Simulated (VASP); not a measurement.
TaN (d.b), 2 atoms in the cell. The structure is hexagonal, space group P-6m2 (No. 187). The conventional cell has a = 2.904 Å, b = 2.904 Å, c = 2.854 Å, α = 90.00°, β = 90.00°, γ = 120.00°. Ta (site symmetry -6m2) has 6 N at 2.20 Å and 2 Ta at 2.85 Å within 2.9 Å. Within 2.9 Å of N (site symmetry -6m2) lie 6 Ta at 2.20 Å and 2 N at 2.85 Å. 

```yaml
Program: VASP 6.6.1
Task: single point
Functional: PBEsol
Dispersion: D3(BJ)
Potentials_or_basis: VASP PAW PBE potentials, release 64 (Ta_sv_GW, N)
Cutoff: 600 eV
k_mesh: 18 × 18 × 14
Occupations: gaussian, width 0.1 eV
Spin: no spin polarisation
Dipole_correction: no
Second_run: valence_matched
Further_INCAR_settings: ALGO = Normal; EDIFF = 1e-06; NBANDS = 16
```

Potentials or basis: VASP PAW PBE potentials, release 64 (Ta_sv_GW, N).

Command:

```sh
$ cat potpaw_PBE.64/Ta_sv_GW/POTCAR potpaw_PBE.64/N/POTCAR > POTCAR
$ mpirun -np 1 vasp_std > vasp.out
```

Hardware: 1 thread of AMD EPYC 7R13 Processor (Zen 3) (shared host).

Task: How long does it take, and how much memory?

Result: Wall time 72 s on 1 thread of AMD EPYC 7R13 Processor (Zen 3), on a shared host, peak memory 0.23 GiB. Counts: scf iterations 13, k points 296.
